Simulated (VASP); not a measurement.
Here is a VASP 6.6.1 calculation.

INCAR

```
  PREC = Accurate
  ENCUT = 520
  EDIFF = 1E-6
  ISMEAR = 0
  SIGMA = 0.15
  LREAL = False
  LASPH = True
  NELM = 100
  ALGO = Normal
  ISIF = 2
  LWAVE = False
  LCHARG = False
  GGA = PS
  NBANDS = 18
```

The input KPOINTS:

```
Automatic mesh
0
Gamma
  18 18 18
```

Contents of POSCAR:

```
Si2Mo
1.0
   -1.6350007213      1.6350007213      4.0086817917
    1.6350007213     -1.6350007213      4.0086817917
    1.6350007213      1.6350007213     -4.0086817917
Si Mo
2 1
Direct
    0.3350567058      0.2867845558     -0.0482721500
    0.6649432942      0.6166711442     -0.0482721500
    0.0000000000      0.0282589543      0.0282589543
```

Potentials or basis: VASP PAW PBE potentials, release 64 (Si, Mo_sv).

Command:

```bash
$ cat potpaw_PBE.64/Si/POTCAR potpaw_PBE.64/Mo_sv/POTCAR > POTCAR
$ mpirun -np 1 vasp_std > vasp.out
```

Q: Predict the pressure.

A: -10.1 GPa.

Q: Predict the largest force.

A: 1.839 eV/Å.

Q: What does it give for the band gap on the k mesh?

A: Zero (bands 11 and 12 overlap by 0.50 eV).

Stress tensor (GPa, compression positive):
```
-10.05   0.00   0.00
  0.00  -7.87   0.00
  0.00   0.00 -12.35
```

Caveat: the cell differs from its parent crystal (atoms displaced along a vibrational mode, the cell strained); the cell stands under tension; the PAW data sets were made with another functional, which shifts forces and pressure a little.
